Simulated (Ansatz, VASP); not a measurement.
Two plane-wave programs on CdHg3Se4

```
CELL_PARAMETERS angstrom
-3.12190 3.12190 6.24544
3.12190 -3.12190 6.24544
3.12190 3.12190 -6.24544
ATOMIC_POSITIONS crystal
Cd 0.50000 0.50000 0.00000
Hg 0.00000 0.00000 0.00000
Hg 0.75000 0.25000 0.50000
Hg 0.25000 0.75000 0.50000
Se 0.37579 0.37579 0.50309
Se 0.12730 0.62421 0.00000
Se 0.87270 0.87270 0.49691
Se 0.62421 0.12730 0.00000
```

Alike in both runs: functional PBE; k mesh 8 × 8 × 8; occupations gaussian, width 0.1 eV; no spin polarisation.

Ansatz relaxed the structure, and its values are those at the end. VASP's run is a single point on that final structure, the one shown.

|  | VASP | Ansatz |
| --- | --- | --- |
| version | VASP 6.6.1 | Ansatz 0.2.0 |
| potentials or method | VASP PAW PBE potentials, release 64 (Cd, Hg, Se), cutoff 520 eV | scalar-relativistic, plane waves, PAW |
| valence electrons in the cell | 72 | 144 |

Ansatz gave:

| Property | Result |
| --- | --- |
| gap on the k mesh at the Fermi level (eV) | none |
| pressure (GPa) | 0.0 |

Question: What did VASP give for the same quantities?

Answer: gap on the k mesh at the Fermi level (eV): none; pressure (GPa): 0.2.

A gap of «none» marks a metal or a gap that the smearing closes. VASP's potentials hold 72 valence electrons a cell and Ansatz's 144, so a difference there can come from the potentials and not from the codes.

Neither program's run includes spin-orbit coupling.
